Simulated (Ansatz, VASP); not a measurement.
# ReO2F2 in VASP and in Ansatz

Contents of INCAR:

```
SYSTEM = ReO2F2
ALGO = Normal ; EDIFF = 1E-6
ENCUT = 520 ; GGA = PE
GGA_COMPAT = .False. ; ISIF = 2
ISMEAR = 0 ; LASPH = .True.
LCHARG = .False. ; LMAXMIX = 4
LNONCOLLINEAR = .True. ; LORBIT = 11
LORBMOM = .True. ; LREAL = .False.
LSORBIT = .True. ; LWAVE = .False.
MAGMOM = 0 0 1 0 0 0 0 0 0 0 0 0 0 0 0 ; NBANDS = 48
NELM = 150 ; PREC = Accurate
SIGMA = 0.01
```

File KPOINTS:

```
k-points
0
Gamma
  1 1 1
  0 0 0
```

File POSCAR:

```
ReO2F2
1.0
   11.0000000000      0.0000000000      0.0000000000
    0.0000000000     11.0000000000      0.0000000000
    0.0000000000      0.0000000000     11.3200000000
Re O F
1 2 2
Direct
    0.5000790900      0.5000790900      0.5201475300
    0.5910663600      0.5910663600      0.6024805700
    0.4090909100      0.4090909100      0.6024805700
    0.5809545500      0.4192036400      0.3975265000
    0.4192036400      0.5809545500      0.3975265000
```

Input for Ansatz:

```yaml
crystal:
  lattice:
    - [11.0, 0.0, 0.0]
    - [0.0, 11.0, 0.0]
    - [0.0, 0.0, 11.32]
  atoms:
    - { symbol: Re, position: [0.50007909, 0.50007909, 0.52014753], spin: 1.0, spin_axis: [0.0, 0.0, 1.0] }
    - { symbol: O, position: [0.59106636, 0.59106636, 0.60248057] }
    - { symbol: O, position: [0.40909091, 0.40909091, 0.60248057] }
    - { symbol: F, position: [0.58095455, 0.41920364, 0.3975265] }
    - { symbol: F, position: [0.41920364, 0.58095455, 0.3975265] }
basis:
  ecutwfc: 420
  ecutrho_ratio: 4
kpoints:
  mp_grid: { grid: [1, 1, 1] }
hamiltonian:
  xc: pbe
scf:
  occupations: { method: gaussian, width: 0.01 }
output:
  forces: true
  eigenvalues: true
  populations: true
  write_density: true
  write_potential: true
  elf: true
  volumetric_format: npy
magnetization:
  noncollinear: true
  spin_orbit: true
```

Alike in both runs: task single point; functional PBE; k mesh 1 × 1 × 1; occupations gaussian, width 0.01 eV; non-collinear spin, spin-orbit coupling.

|  | VASP | Ansatz |
| --- | --- | --- |
| version | VASP 6.6.1 | Ansatz 0.2.0 |
| potentials or method | VASP PAW PBE potentials, release 64 (Re, O, F), cutoff 520 eV | plane waves, PAW |
| valence electrons in the cell | 33 | 41 |

```tsv
	VASP	Ansatz	Ansatz less VASP
rms of the force components (eV/Å)	0.464	0.080	-0.3843
net moment per atom (μB)	0.20	0.20	-0.001
```

Atom by atom the forces differ by 0.396 eV/Å (rms over components). One of these differences is far larger than is usual between the two programs; its cause wasn't traced. VASP's potentials hold 33 valence electrons a cell and Ansatz's 41, so a difference there can come from the potentials and not from the codes. Ansatz's warnings: structure snapped to symmetry, xc potential rough in thin density.
